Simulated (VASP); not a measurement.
# Cu (P6_3/mmc) in VASP: further runs

Cu is run at these levels: r2SCAN; tasks: single point.

All numbers are computed with VASP 6.6.1; they aren't measurements. Logs are shortened: lines on timing, memory, paths and dates and some standing lists are left out, and cuts for length are marked.

**1. The cell of the first run**

The structure is hexagonal, space group P6_3/mmc (No. 194). Conventional cell: a = 2.455 Å, b = 2.455 Å, c = 4.382 Å, α = 90.00°, β = 90.00°, γ = 120.00°. Within 3.2 Å of Cu (site symmetry -6m2) lie 12 Cu at 2.45 to 2.61 Å.

This isn't the form of Cu at room conditions, which is fcc.

**2. Single point, r2SCAN**

POSCAR

```
Cu
1.0
    2.4548537087      0.0000000000      0.0000000000
   -1.2274268543      2.1259656743      0.0000000000
    0.0000000000      0.0000000000      4.3823648565
Cu
2
Direct
    0.3333333333      0.6666666667      0.2500000000
    0.6666666667      0.3333333333      0.7500000000
```

INCAR.step1

```
ALGO = Normal
EDIFF = 1E-4
ENCUT = 520
GGA = PE
ISMEAR = 0
LASPH = T
LCHARG = F
LREAL = F
LWAVE = T
NBANDS = 18
NELM = 60
PREC = Accurate
SIGMA = 0.15
```

INCAR.step2

```
ALGO = Normal
EDIFF = 1E-7
ENCUT = 520
ISIF = 2
ISMEAR = 0
ISTART = 1
LASPH = T
LCHARG = F
LMIXTAU = T
LREAL = F
LWAVE = F
METAGGA = R2SCAN
NBANDS = 18
NELM = 60
PREC = Accurate
SIGMA = 0.15
```

KPOINTS

```
k-points
0
Gamma
  24 24 14
```

Potentials or basis: VASP PAW PBE potentials, release 64 (Cu).

Launch:

```bash
cat potpaw_PBE.64/Cu/POTCAR > POTCAR
cp INCAR.step1 INCAR
mpirun -np 1 vasp_std > vasp.out
cp INCAR.step2 INCAR
mpirun -np 1 vasp_std > vasp.out
```

OUTCAR:

```text
EDIFF = 1E-7
   ENCUT = 520
   ISIF = 2
   ISMEAR = 0
   ISTART = 1
   LASPH = T
   LREAL = F
   METAGGA = R2SCAN
   NELM = 60
   PREC = Accurate

 ion  position               nearest neighbor table
   1  0.333  0.667  0.250-   2 2.61   2 2.61   2 2.61   2 2.61   2 2.61   2 2.61
   2  0.667  0.333  0.750-   1 2.61   1 2.61   1 2.61   1 2.61   1 2.61   1 2.61

  LATTYP: Found a hexagonal cell.
 ALAT       =     2.4548537087
 C/A-ratio  =     1.7851837122

  Lattice vectors:

 A1 = (   2.4548537087,   0.0000000000,   0.0000000000)
 A2 = (  -1.2274268543,   2.1259656743,   0.0000000000)
 A3 = (   0.0000000000,   0.0000000000,   4.3823648565)

Analysis of symmetry for initial positions (statically):
=====================================================================
 Subroutine PRICEL returns:
 Original cell was already a primitive cell.

 Routine SETGRP: Setting up the symmetry group for a
 hexagonal supercell.

 Subroutine GETGRP returns: Found 24 space group operations
 (whereof 12 operations were pure point group operations)
 out of a pool of 24 trial point group operations.

The static configuration has the point symmetry D_3d.
 The point group associated with its full space group is D_6h.

Analysis of symmetry for dynamics (positions and initial velocities):
=====================================================================
 Subroutine PRICEL returns:
 Original cell was already a primitive cell.

 Routine SETGRP: Setting up the symmetry group for a
 hexagonal supercell.

 Subroutine GETGRP returns: Found 24 space group operations
 (whereof 12 operations were pure point group operations)
 out of a pool of 24 trial point group operations.

The dynamic configuration has the point symmetry D_3d.
 The point group associated with its full space group is D_6h.

 Subroutine INISYM returns: Found 24 space group operations
 (whereof 12 operations are pure point group operations),
 and found     1 'primitive' translations

----------------------------------------------------------------------------------------

                                     Primitive cell

  volume of cell :      22.8713

  direct lattice vectors                    reciprocal lattice vectors
     2.454853709  0.000000000  0.000000000     0.407356250  0.235187240  0.000000000
    -1.227426854  2.125965674  0.000000000     0.000000000  0.470374481  0.000000000
     0.000000000  0.000000000  4.382364856     0.000000000  0.000000000  0.228187299

  length of vectors
     2.454853709  2.454853709  4.382364856     0.470374481  0.470374481  0.228187299

  position of ions in fractional coordinates (direct lattice)
     0.333333333  0.666666667  0.250000000
     0.666666667  0.333333333  0.750000000

  ion indices of the primitive-cell ions
   primitive index   ion index
                 1           1
                 2           2

----------------------------------------------------------------------------------------

 KPOINTS: k-points

Automatic generation of k-mesh.
 Grid dimensions read from file:
 generate k-points for:   24   24   14

 Generating k-lattice:

  Cartesian coordinates                     Fractional coordinates (reciprocal lattice)
     0.016973177  0.009799468  0.000000000     0.041666667  0.000000000  0.000000000
     0.000000000  0.019598937  0.000000000     0.000000000  0.041666667  0.000000000
     0.000000000  0.000000000  0.016299093     0.000000000  0.000000000  0.071428571

  Length of vectors
     0.019598937  0.019598937  0.016299093

  Shift w.r.t. Gamma in fractional coordinates (k-lattice)
     0.000000000  0.000000000  0.000000000

 Subroutine IBZKPT returns following result:
 ===========================================

 Found    488 irreducible k-points:

 Following reciprocal coordinates:
            Coordinates               Weight
  0.000000  0.000000  0.000000      1.000000
  0.041667  0.000000  0.000000      6.000000
  0.083333  0.000000  0.000000      6.000000
  0.125000  0.000000  0.000000      6.000000
  0.166667  0.000000  0.000000      6.000000
  0.208333 -0.000000  0.000000      6.000000
[... 16 lines left out ...]
  0.416667  0.041667  0.000000     12.000000
  0.458333  0.041667  0.000000     12.000000
 [... further k-points ...]
   k-points           NKPTS =    488   k-points in BZ     NKDIM =    488   number of bands    NBANDS=     18
   number of dos      NEDOS =    301   number of ions     NIONS =      2
   total plane-waves  NPLWV =  11664
   dimension x,y,z NGX =    18 NGY =   18 NGZ =   36
   dimension x,y,z NGXF=    36 NGYF=   36 NGZF=   72
   ions per type =               2
   NGX,Y,Z   is equivalent  to a cutoff of  12.19, 12.19, 13.66 a.u.
   NGXF,Y,Z  is equivalent  to a cutoff of  24.38, 24.38, 27.31 a.u.
 SYSTEM =  unknown system
   PREC   = accura    normal or accurate (medium, high low for compatibility)
   ISTART =      1    job   : 0-new  1-cont  2-samecut
   ICHARG =      0    charge: 1-file 2-atom 10-const
   ISPIN  =      1    spin polarized calculation?
   LNONCOLLINEAR =      F non collinear calculations
   LSORBIT =      F    spin-orbit coupling
   LASPH  =      T    aspherical Exc in radial PAW
   ENCUT  =  520.0 eV  38.22 Ry    6.18 a.u.   4.56  4.56  8.15*2*pi/ulx,y,z
   NELM   =     60;   NELMIN=  2; NELMDL=  0     # of ELM steps
   EDIFF  = 0.1E-06   stopping-criterion for ELM
   LREAL  =      F    real-space projection
   EDIFFG = 0.1E-05   stopping-criterion for IOM
   NSW    =      0    number of steps for IOM
   IBRION =     -1    ionic relax: 0-MD 1-quasi-New 2-CG
   NFREE  =      0    steps in history (QN), initial steepest desc. (CG)
   ISIF   =      2    stress and relaxation
   ISYM   =      2    0-nonsym 1-usesym 2-fastsym
   POTIM  = 0.5000    time-step for ionic-motion
   TEBEG  =    0.0;   TEEND  =   0.0 temperature during run
   PSTRESS=    0.0 pullay stress
   NELECT =      22.0000    total number of electrons
   NUPDOWN=      -1.0000    fix difference up-down
   EMIN   =  10.00;   EMAX   =-10.00  energy-range for DOS
   EFERMI =   0.00;   METHOD = LEGACY
   ISMEAR =     0;   SIGMA  =   0.15  broadening in eV -4-tet -1-fermi 0-gaus
   EFERMI_NEDOS =   21; number of points for ismear=-14 and -15
   IALGO  =     38    algorithm
   IMIX   =      4    mixing-type and parameters
     AMIX     =   0.40;   BMIX     =  1.00
     AMIX_MAG =   1.60;   BMIX_MAG =  1.00
  volume/ion in A,a.u.               =      11.44        77.17
  Fermi-wavevector in a.u.,A,eV,Ry     =   1.616041  3.053874 35.532800  2.611587
  Thomas-Fermi vector in A             =   2.710691
   LORBIT       =      0    0 simple, 1 ext, 2 COOP (PROOUT), +10 PAW based schemes
   METAGGA = R2SCAN    functional components
   LHFCALC =     F    Hartree Fock is set to
   AEXX    =    0.0000 exact exchange contribution
   IVDW    =     0    specifies the selected vdW correction
   LEPSILON=     F    determine dielectric tensor
   LRPA    =     F    only Hartree local field effects (RPA)
 non-spin polarized calculation
 Gauss-broadening in eV      SIGMA  =   0.15
  energy-cutoff  :      520.00
  volume of cell :       22.87
 maximum number of plane-waves:       635
   NGX =  9   NGY =  9   NGZ = 17

 number of electron      22.0000003 magnetization

 Free energy of the ion-electron system (eV)
  ---------------------------------------------------
  ext. energy  EPLUGINS =         0.00000000
  ---------------------------------------------------
  free energy    TOTEN  =       -21.56865125 eV

  energy without entropy =      -21.55859488  energy(sigma->0) =      -21.56362306

 E-fermi :   7.8288     XC(G=0): -13.9532

 val. band max:        7.8225871054   @ k =   0.2917   0.2083   0.1429
 cond. band min:       7.8299448403   @ k =   0.2500   0.2500   0.1429
 fundamental gap:      0.0073577349
 Fermi energy:         7.8287808750

 k-point     1 :       0.0000    0.0000    0.0000
  band No.  band energies     occupation
      1      -2.1195      2.00000
      2       2.1391      2.00000
      3       4.2334      2.00000
      4       4.5932      2.00000
      5       4.5935      2.00000
      6       4.7481      2.00000
[... 10 lines left out ...]
     17      33.2303      0.00000
     18      33.9549      0.00000

 k-point     2 :       0.0417    0.0000    0.0000
  band No.  band energies     occupation
      1      -2.0556      2.00000
      2       2.1822      2.00000
      3       4.2397      2.00000
      4       4.5831      2.00000
      5       4.6175      2.00000
      6       4.7334      2.00000
[... 10 lines left out ...]
     17      32.2982      0.00000
     18      34.2881      0.00000

 k-point     3 :       0.0833    0.0000    0.0000
  band No.  band energies     occupation
      1      -1.8648      2.00000
      2       2.3073      2.00000
      3       4.2484      2.00000
      4       4.5616      2.00000
      5       4.6890      2.00000
      6       4.6943      2.00000
[... 10 lines left out ...]
     17      31.2759      0.00000
     18      34.1884      0.00000

 k-point     4 :       0.1250    0.0000    0.0000
  band No.  band energies     occupation
      1      -1.5506      2.00000
      2       2.5009      2.00000
      3       4.2313      2.00000
      4       4.5383      2.00000
      5       4.5413      2.00000
      6       4.6655      2.00000
[... 375 lines left out ...]
      4       4.3402      2.00000
      5       4.5313      2.00000
      6       4.7130      2.00000
[... 10 lines left out ...]
     17      23.3481      0.00000
     18      30.1612      0.00000

 k-point    23 :       0.4167    0.0417    0.0000
  band No.  band energies     occupation
      1       2.5266      2.00000
      2       2.9041      2.00000
      3       3.1519      2.00000
      4       4.4743      2.00000
      5       4.5425      2.00000
      6       4.7888      2.00000
[... 10 lines left out ...]
     17      22.9857      0.00000
     18      30.0217      0.00000

 k-point    24 :       0.4583    0.0417    0.0000
  band No.  band energies     occupation
      1       2.6789      2.00000
      2       2.8333      2.00000
      3       3.1249      2.00000
      4       4.4445      2.00000
      5       4.7084      2.00000
      6       4.7724      2.00000
[... 10 lines left out ...]
     17      22.8067      0.00000
     18      29.9536      0.00000

 [... further k-points ...]

------------------------ aborting loop because EDIFF is reached ----------------------------------------

  FORCE on cell =-STRESS in cart. coord.  units (eV):
  Direction    XX          YY          ZZ          XY          YZ          ZX
  --------------------------------------------------------------------------------------
  -------------------------------------------------------------------------------------
  Total        1.1481234      1.1481234     -1.2380645      0.0000000      0.0000000      0.0000000
  in kB       80.4282744     80.4282744    -86.7288270      0.0000000      0.0000000      0.0000000
  external PRESSURE =      24.7092406 kB  Pullay stress =       0.0000000 kB

 VOLUME and BASIS-vectors are now :
 -----------------------------------------------------------------------------
  energy-cutoff  :      520.00
  volume of cell :       22.87
      direct lattice vectors                 reciprocal lattice vectors
     2.454853709  0.000000000  0.000000000     0.407356250  0.235187240  0.000000000
    -1.227426854  2.125965674  0.000000000     0.000000000  0.470374481  0.000000000
     0.000000000  0.000000000  4.382364856     0.000000000  0.000000000  0.228187299

 POSITION                                       TOTAL-FORCE (eV/Angst)
 -----------------------------------------------------------------------------------
     -0.00000      1.41731      1.09559         0.000000      0.000000      0.000000
      1.22743      0.70866      3.28677        -0.000000      0.000000      0.000000
 -----------------------------------------------------------------------------------
    total drift:                               -0.000000      0.000000     -0.000000

  FREE ENERGIE OF THE ION-ELECTRON SYSTEM (eV)
  ---------------------------------------------------
  free  energy   TOTEN  =       -21.5686512472 eV

  energy  without entropy=      -21.5585948789  energy(sigma->0) =      -21.56362306
```

It took 5 min on 1 thread of Intel Xeon 6975P-C (Granite Rapids), shared host; peak memory 0.27 GiB.

Results:

- Free energy: -21.5687 eV
- Pressure: 2.5 GPa
- Band gap on the k mesh: zero (bands 11 and 12 overlap by 6.90 eV)

Stress tensor (GPa, compression positive):
```
 8.04  0.00  0.00
 0.00  8.04  0.00
 0.00  0.00 -8.67
```

Caveat: the PAW data sets were made with another functional, which shifts forces and pressure a little.

**3. Single point, r2SCAN**

This run uses another cell than the first one, of the same volume but with other edges.

POSCAR

```
Cu
1.0
    2.5688146370      0.0000000000      0.0000000000
   -1.2844073185      2.2246587333      0.0000000000
    0.0000000000      0.0000000000      4.0021580069
Cu
2
Direct
    0.3333333333      0.6666666667      0.2500000000
    0.6666666667      0.3333333333      0.7500000000
```

Edit INCAR.step1 of step 2 so:

```diff
@@ -10,3 +10,3 @@
 NBANDS = 18
-NELM = 60
+NELM = 80
 PREC = Accurate
```

Edit INCAR.step2 of step 2 so:

```diff
@@ -13,3 +13,3 @@
 NBANDS = 18
-NELM = 60
+NELM = 80
 PREC = Accurate
```

KPOINTS is that of step 2.

Potentials or basis: VASP PAW PBE potentials, release 64 (Cu).

Launch:

```bash
cat potpaw_PBE.64/Cu/POTCAR > POTCAR
cp INCAR.step1 INCAR
mpirun -np 1 vasp_std > vasp.out
cp INCAR.step2 INCAR
mpirun -np 1 vasp_std > vasp.out
```

Wall time 5.5 min (1 thread of Intel Xeon 6975P-C (Granite Rapids), shared host); peak memory 0.28 GiB.

The run converged. Its results:

```
Free energy            : -21.6158 eV
Pressure               : 1.3 GPa
Band gap on the k mesh : zero (bands 11 and 12 overlap by 6.14 eV)
```

Stress tensor (GPa, compression positive):
```
-1.85  0.00  0.00
 0.00 -1.85  0.00
 0.00  0.00  7.65
```

Levels at points of the mesh, in eV from the Fermi level:
```tsv
k point	band 7	band 8	band 9	band 10	band 11	band 12	band 13	band 14	band 15	band 16
(0.00, 0.00, 0.00)	-2.94	-2.80	-2.80	-1.87	-1.87	-0.66	4.84	21.75	22.19	22.19
(0.50, 0.00, 0.00)	-2.82	-1.86	-1.72	-1.67	-0.14	1.51	8.50	9.20	11.48	12.23
(0.00, 0.00, 0.50)	-3.29	-3.29	-2.10	-2.10	-2.10	-2.10	14.56	14.56	22.54	22.54
(0.50, 0.00, 0.50)	-2.07	-2.07	-1.77	-1.77	0.43	0.43	5.15	5.15	16.69	16.69
```

Caveat: the PAW data sets were made with another functional, which shifts forces and pressure a little.

(Continued in part 2 of 2.)
